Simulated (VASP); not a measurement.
MoSe, 2 atoms in the cell. It takes space group F-43m (No. 216, cubic). The conventional cell has a = 5.679 Å, b = 5.679 Å, c = 5.679 Å, α = 90.00°, β = 90.00°, γ = 90.00°. Within 3.2 Å of Mo (site symmetry -43m) lie 4 Se at 2.46 Å. Within 3.2 Å of Se (site symmetry -43m) lie 4 Mo at 2.46 Å. 

- Program: VASP 6.6.1
- Task: single point
- Functional: PBE
- Potentials or basis: VASP PAW PBE potentials, release 64 (Mo_sv, Se)
- Cutoff: 520 eV
- k mesh: 12 × 12 × 12
- Occupations: gaussian, width 0.1 eV
- Spin: collinear spin
- Starting moments: [0.92, 0.0] μB
- Dipole correction: no
- Further INCAR settings: ALGO = Normal; EDIFF = 1e-06; NBANDS = 21

Potentials or basis: VASP PAW PBE potentials, release 64 (Mo_sv, Se).

Launch:

```console
$ cat potpaw_PBE.64/Mo_sv/POTCAR potpaw_PBE.64/Se/POTCAR > POTCAR
$ mpirun -np 1 vasp_std > vasp.out
```

Hardware: 1 thread of Intel Xeon 8259CL, with other jobs on the host.

Task: How long does it take, and how much memory?

Result: It took 3.4 min on 1 thread of Intel Xeon 8259CL, on a shared host, peak memory 0.26 GiB. Counts: scf iterations 14, k points 72.
